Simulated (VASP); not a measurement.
# ZrC (Fm-3m) in VASP: further runs, part 3 of 3

VASP 6.6.1. The steps go on from the part before.

## Step 5: Single point, PBEsol

This run uses another cell than the first one, of 12.52 Å³/atom, 1.041 times its volume.

File INCAR:

```
ALGO     = Normal         # electronic algorithm
EDIFF    = 1E-6           # SCF threshold, eV
ENCUT    = 520            # plane-wave cutoff, eV
GGA      = PS             # functional
ISIF     = 2              # what is computed and relaxed
ISMEAR   = -1             # smearing method
LASPH    = True           # aspherical terms in the spheres
LCHARG   = False          # write CHGCAR
LREAL    = False          # projectors in reciprocal space
LWAVE    = False          # write WAVECAR
NBANDS   = 15             # bands
NELM     = 100            # most SCF steps
PREC     = Accurate       # precision mode
SIGMA    = 0.1            # smearing width, eV
```

File KPOINTS:

```
k-points
0
Gamma
  18 18 18
```

File POSCAR:

```
ZrC
1.0
    0.0000000000      2.3219222297      2.3219222297
    2.3219222297      0.0000000000      2.3219222297
    2.3219222297      2.3219222297      0.0000000000
Zr C
1 1
Direct
    0.5000000000      0.5000000000      0.5000000000
    0.0000000000      0.0000000000      0.0000000000
```

Potentials or basis: VASP PAW PBE potentials, release 64 (Zr_sv, C).

The run is started by

```
> cat potpaw_PBE.64/Zr_sv/POTCAR potpaw_PBE.64/C/POTCAR > POTCAR
> mpirun -np 1 vasp_std > vasp.out
```

OUTCAR:

```text
EDIFF = 1E-6
   ENCUT = 520
   GGA = PS
   ISIF = 2
   ISMEAR = -1
   LASPH = True
   LREAL = False
   NELM = 100
   PREC = Accurate

 ion  position               nearest neighbor table
   1  0.500  0.500  0.500-   2 2.32   2 2.32   2 2.32   2 2.32   2 2.32   2 2.32
   2  0.000  0.000  0.000-   1 2.32   1 2.32   1 2.32   1 2.32   1 2.32   1 2.32

  LATTYP: Found a face centered cubic cell.
 ALAT       =     4.6438444594

  Lattice vectors:

 A1 = (   0.0000000000,   2.3219222297,   2.3219222297)
 A2 = (   2.3219222297,   0.0000000000,   2.3219222297)
 A3 = (   2.3219222297,   2.3219222297,   0.0000000000)

Analysis of symmetry for initial positions (statically):
=====================================================================
 Subroutine PRICEL returns:
 Original cell was already a primitive cell.

 Routine SETGRP: Setting up the symmetry group for a
 face centered cubic supercell.

 Subroutine GETGRP returns: Found 48 space group operations
 (whereof 48 operations were pure point group operations)
 out of a pool of 48 trial point group operations.

The static configuration has the point symmetry O_h .

Analysis of symmetry for dynamics (positions and initial velocities):
=====================================================================
 Subroutine PRICEL returns:
 Original cell was already a primitive cell.

 Routine SETGRP: Setting up the symmetry group for a
 face centered cubic supercell.

 Subroutine GETGRP returns: Found 48 space group operations
 (whereof 48 operations were pure point group operations)
 out of a pool of 48 trial point group operations.

The dynamic configuration has the point symmetry O_h .

 Subroutine INISYM returns: Found 48 space group operations
 (whereof 48 operations are pure point group operations),
 and found     1 'primitive' translations

----------------------------------------------------------------------------------------
[... 115 lines left out ...]
  Fermi-wavevector in a.u.,A,eV,Ry     =   1.410124  2.664747 27.054482  1.988448
  Thomas-Fermi vector in A             =   2.532109
   LORBIT       =      0    0 simple, 1 ext, 2 COOP (PROOUT), +10 PAW based schemes
   GGA     = PS    functional components
   LHFCALC =     F    Hartree Fock is set to
   AEXX    =    0.0000 exact exchange contribution
   IVDW    =     0    specifies the selected vdW correction
   LEPSILON=     F    determine dielectric tensor
   LRPA    =     F    only Hartree local field effects (RPA)
 non-spin polarized calculation
  energy-cutoff  :      520.00
  volume of cell :       25.04
 maximum number of plane-waves:       692
   NGX = 13   NGY = 13   NGZ = 13

 number of electron      16.0000000 magnetization

 Free energy of the ion-electron system (eV)
  ---------------------------------------------------
  ext. energy  EPLUGINS =         0.00000000
  ---------------------------------------------------
  free energy    TOTEN  =       -20.57168905 eV

  energy without entropy =      -20.56131266  energy(sigma->0) =      -20.56650086

 E-fermi :   9.9215     XC(G=0): -12.4600

 val. band max:        9.9186955076   @ k =   0.1111   0.1111   0.0000
 cond. band min:       9.9417985136   @ k =   0.1111   0.0556   0.0000
 fundamental gap:      0.0231030060
 Fermi energy:         9.9215472164

 k-point     1 :       0.0000    0.0000    0.0000
  band No.  band energies     occupation
      1     -37.9197      2.00000
      2     -15.6345      2.00000
      3     -15.6345      2.00000
      4     -15.6345      2.00000
      5      -1.4911      2.00000
      6      10.8763      0.00014
      7      10.8763      0.00014
      8      10.8763      0.00014
      9      10.9835      0.00005
     10      10.9835      0.00005
     11      10.9835      0.00005
     12      12.8264      0.00000
     13      12.8264      0.00000
     14      17.6303      0.00000
[... 401 lines left out ...]
      2     -16.1245      2.00000
      3     -15.7123      2.00000
      4     -15.6641      2.00000
      5      -0.1914      2.00000
      6       7.1511      2.00000
      7       7.9846      2.00000
      8       8.3143      2.00000
      9      12.1597      0.00000
     10      12.5154      0.00000
     11      13.1629      0.00000
     12      16.1077      0.00000
     13      17.4222      0.00000
     14      19.4274      0.00000
     15      23.2502      0.00000

 [... further k-points ...]
[... 5 lines left out ...]
  --------------------------------------------------------------------------------------
  -------------------------------------------------------------------------------------
  Total        0.6829406      0.6829406      0.6829406      0.0000000      0.0000000     -0.0000000
  in kB       43.7039287     43.7039287     43.7039287      0.0000000      0.0000000     -0.0000000
  external PRESSURE =      43.7039287 kB  Pullay stress =       0.0000000 kB

 VOLUME and BASIS-vectors are now :
 -----------------------------------------------------------------------------
  energy-cutoff  :      520.00
  volume of cell :       25.04
      direct lattice vectors                 reciprocal lattice vectors
     0.000000000  2.321922230  2.321922230    -0.215338823  0.215338823  0.215338823
     2.321922230  0.000000000  2.321922230     0.215338823 -0.215338823  0.215338823
     2.321922230  2.321922230  0.000000000     0.215338823  0.215338823 -0.215338823

 POSITION                                       TOTAL-FORCE (eV/Angst)
 -----------------------------------------------------------------------------------
      2.32192      2.32192      2.32192         0.000000      0.000000      0.000000
      0.00000      0.00000      0.00000        -0.000000     -0.000000     -0.000000
 -----------------------------------------------------------------------------------
    total drift:                                0.000000     -0.000000      0.000000

  FREE ENERGIE OF THE ION-ELECTRON SYSTEM (eV)
  ---------------------------------------------------
  free  energy   TOTEN  =       -20.5716890538 eV

  energy  without entropy=      -20.5613126649  energy(sigma->0) =      -20.56650086
```

OSZICAR:

```text
N       E                     dE             d eps       ncg     rms          rms(c)
DAV:   1     0.100548960499E+03    0.10055E+03   -0.85919E+03  5866   0.108E+03
DAV:   2    -0.177058367267E+02   -0.11825E+03   -0.11073E+03  7411   0.289E+02
DAV:   3    -0.235883814327E+02   -0.58825E+01   -0.58439E+01  9431   0.551E+01
DAV:   4    -0.237537738599E+02   -0.16539E+00   -0.16529E+00  7287   0.630E+00
DAV:   5    -0.237554370392E+02   -0.16632E-02   -0.16631E-02  7641   0.585E-01    0.224E+01
DAV:   6    -0.206783532528E+02    0.30771E+01   -0.55415E+00  6959   0.218E+01    0.832E+00
DAV:   7    -0.205925955292E+02    0.85758E-01   -0.52043E-01  6806   0.545E+00    0.691E+00
DAV:   8    -0.205976415306E+02   -0.50460E-02   -0.26462E-01  7257   0.384E+00    0.440E+00
DAV:   9    -0.205721679888E+02    0.25474E-01   -0.44490E-02  6424   0.145E+00    0.650E-01
DAV:  10    -0.205717274141E+02    0.44057E-03   -0.44546E-03  7551   0.580E-01    0.186E-01
DAV:  11    -0.205716946520E+02    0.32762E-04   -0.24058E-04  6550   0.151E-01    0.472E-02
DAV:  12    -0.205716895227E+02    0.51293E-05   -0.47923E-06  7393   0.187E-02    0.686E-03
DAV:  13    -0.205716890538E+02    0.46887E-06   -0.77970E-07  4895   0.622E-03
   1 F= -.20571689E+02 E0= -.20566501E+02  d E =-.103764E-01
```

It took 33 s on 1 thread of Intel Xeon Platinum 8259CL at 2.50GHz (Skylake/Cascade Lake), shared host; peak memory 0.19 GiB.

Results:

```yaml
Free_energy: -20.5717 eV
Pressure: 4.4 GPa
Band_gap_on_the_k_mesh: zero (band 8 reaches 10.88 eV, above the bottom of band 9 at 9.54 eV)
```

Levels at points of the mesh, in eV from the Fermi level:
| k point | band 5 | band 6 | band 7 | band 8 | band 9 | band 10 | band 11 | band 12 |
| --- | --- | --- | --- | --- | --- | --- | --- | --- |
| (0.00, 0.00, 0.00) | -11.41 | 0.95 | 0.95 | 0.95 | 1.06 | 1.06 | 1.06 | 2.90 |
| (0.50, 0.00, 0.00) | -8.10 | -5.49 | -3.07 | -3.07 | 4.69 | 4.69 | 5.56 | 6.63 |
| (0.50, 0.50, 0.00) | -10.26 | -2.00 | -1.94 | 0.10 | 0.10 | 4.65 | 5.94 | 5.94 |

Caveat: the PAW data sets were made with another functional, which shifts forces and pressure a little.

## Step 6: Single point, PBEsol

This run uses another cell than the first one, of 12.73 Å³/atom, 1.058 times its volume.

File INCAR:

```
ALGO = Normal
EDIFF = 1E-6
ENCUT = 520
GGA = PS
ISIF = 2
ISMEAR = -1
LASPH = T
LCHARG = F
LREAL = F
LWAVE = F
NBANDS = 15
NELM = 80
PREC = Accurate
SIGMA = 0.1
```

KPOINTS is that of step 5.

File POSCAR:

```
ZrC
1.0
    0.0000000000      2.3346624498      2.3346624498
    2.3346624498      0.0000000000      2.3346624498
    2.3346624498      2.3346624498      0.0000000000
Zr C
1 1
Direct
    0.5000000000      0.5000000000      0.5000000000
    0.0000000000      0.0000000000      0.0000000000
```

Potentials or basis: VASP PAW PBE potentials, release 64 (Zr_sv, C).

The run is started by

```
> cat potpaw_PBE.64/Zr_sv/POTCAR potpaw_PBE.64/C/POTCAR > POTCAR
> mpirun -np 1 vasp_std > vasp.out
```

It took 78 s on 1 thread of Intel Xeon Platinum 8259CL at 2.50GHz (Skylake/Cascade Lake), shared host; peak memory 0.21 GiB.

Results (log left out):

```yaml
Free_energy: -20.5780 eV
Pressure: 0.3 GPa
Band_gap_on_the_k_mesh: zero (band 8 reaches 10.68 eV, above the bottom of band 9 at 9.35 eV)
```

Levels at points of the mesh, in eV from the Fermi level:
```tsv
k point	band 4	band 5	band 6	band 7	band 8	band 9	band 10	band 11	band 12	band 13
(0.00, 0.00, 0.00)	-25.63	-11.36	0.95	0.95	0.95	1.06	1.06	1.06	2.86	2.86
(0.50, 0.00, 0.00)	-25.71	-8.13	-5.42	-3.01	-3.01	4.60	4.60	5.46	6.56	10.42
(0.50, 0.50, 0.00)	-25.94	-10.19	-2.03	-1.88	0.09	0.09	4.57	5.82	5.82	8.30
```

Caveat: the PAW data sets were made with another functional, which shifts forces and pressure a little.

## Step 7: Summary

```tsv
cell	gap on the mesh (eV)	pressure (GPa)
a = 3.240 Å, angles 60.0°, 2 atoms	none	15.4
a = 3.259 Å, angles 60.0°, 2 atoms	none	10.4
a = 3.271 Å, angles 60.0°, 2 atoms	none	7.4
a = 3.284 Å, angles 60.0°, 2 atoms	none	4.4
a = 3.302 Å, angles 60.0°, 2 atoms	none	0.3
```

Alike in all rows: task single point; level PBEsol; potentials or basis VASP PAW PBE potentials, release 64 (Zr_sv, C); no spin polarisation; k mesh 18 × 18 × 18; cutoff (eV) 520; smearing fermi-dirac 0.1 eV.

Caveats: the PAW data sets were made with another functional, which shifts forces and pressure a little.

Total energies depend on the potentials used, so only differences within one code and one set of settings carry meaning.
